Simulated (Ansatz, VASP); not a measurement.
BaAs2P4 in VASP and in Ansatz

```
P Ba As
1.0
     2.22370    3.85156    0.00000
    -2.22370    3.85156    0.00000
     0.00000   -2.56771    8.56952
P Ba As
4 1 2
Direct
  0.16332 0.16332 0.48995
  0.83668 0.83668 0.51005
  0.40927 0.40927 0.22781
  0.59073 0.59073 0.77219
  0.00000 0.00000 0.00000
  0.25288 0.25288 0.75865
  0.74712 0.74712 0.24135
```

Alike in both runs: functional PBE; k mesh 6 × 6 × 6; no spin polarisation.

Ansatz relaxed the structure, and its values are those at the end. VASP's run is a single point on that final structure, the one shown.

```csv
,VASP,Ansatz
version,VASP 6.6.1,Ansatz 0.2.0
potentials or method,"VASP PAW PBE potentials, release 64 (P, Ba_sv, As), cutoff 520 eV",PAW plane waves
occupations,"fermi-dirac, width 0.1 eV",fermi-dirac
valence electrons in the cell,40,60
```

|  | VASP | Ansatz | Ansatz less VASP |
| --- | --- | --- | --- |
| pressure (GPa) | 5.1 | 4.6 | -0.56 |
| rms of the force components (eV/Å) | 0.020 | 0.002 | -0.0179 |

VASP's potentials hold 40 valence electrons a cell and Ansatz's 60, so a difference there can come from the potentials and not from the codes. Ansatz's warnings: stress scf threshold loose, structure snapped to symmetry.

Neither program's run includes spin-orbit coupling.
